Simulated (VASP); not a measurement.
Wanted: the native input for a VASP 6.6.1 run.

```
Task                   : relaxation of cell and atoms
Functional             : PBE
Potentials or basis    : VASP PAW PBE potentials, release 64 (Ga_d, C)
Cutoff                 : 600 eV
k mesh                 : 8 × 8 × 8
Occupations            : gaussian, width 0.1 eV
Spin                   : no spin polarisation
Dipole correction      : no
Further INCAR settings : ALGO = Normal; EDIFF = 1e-06; IBRION = 2; EDIFFG = -0.04; NSW = 90; ISIF = 3
```

The structure of Ga2C lies in POSCAR:

```
Ga2C
1.0
   -1.6133097946      1.6133097946      3.9576505900
    1.6133097946     -1.6133097946      3.9576505900
    1.6133097946      1.6133097946     -3.9576505900
Ga C
2 1
Direct
    0.6650000000      0.6650000000      0.0000000000
    0.3350000000      0.3350000000      0.0000000000
    0.0000000000      0.0000000000      0.0000000000
```

One way to write it, as run:

INCAR

```
SYSTEM = Ga2C
ALGO = Normal
EDIFF = 1E-6
EDIFFG = -0.04
ENCUT = 600
GGA = PE
IBRION = 2
ISIF = 3
ISMEAR = 0
LASPH = .TRUE.
LCHARG = .FALSE.
LREAL = .FALSE.
LWAVE = .FALSE.
NELM = 80
NSW = 90
PREC = Accurate
SIGMA = 0.1
```

KPOINTS

```
k-points
0
G
  8 8 8
  0 0 0
```

Potentials or basis: VASP PAW PBE potentials, release 64 (Ga_d, C).

Run with:

```bash
$ cat potpaw_PBE.64/Ga_d/POTCAR potpaw_PBE.64/C/POTCAR > POTCAR
$ mpirun -np 1 vasp_std > vasp.out
```

Results of the run:

```yaml
Relaxed_volume: 13.62 Å³/atom
Relaxed_cell: a = 5.443 Å, b = 5.443 Å, c = 5.443 Å, α = 149.73°, β = 149.73°, γ = 43.33°
Space_group_after_relaxing_to_0.05_Å: I4/mmm (No. 139)
Energy_gained_by_relaxing: 226.4 meV/atom
Ionic_steps: 26
Pressure_after_relaxing: -0.2 GPa
Largest_force_after_relaxing: 0.037 eV/Å
Band_gap_on_the_k_mesh: zero (band 15 reaches 7.42 eV, above the bottom of band 16 at 5.11 eV)
```

Wall time 10 min on 1 thread of Intel(R) Xeon(R) 6975P-C (Granite Rapids), with other jobs on the host, peak memory 0.25 GiB.
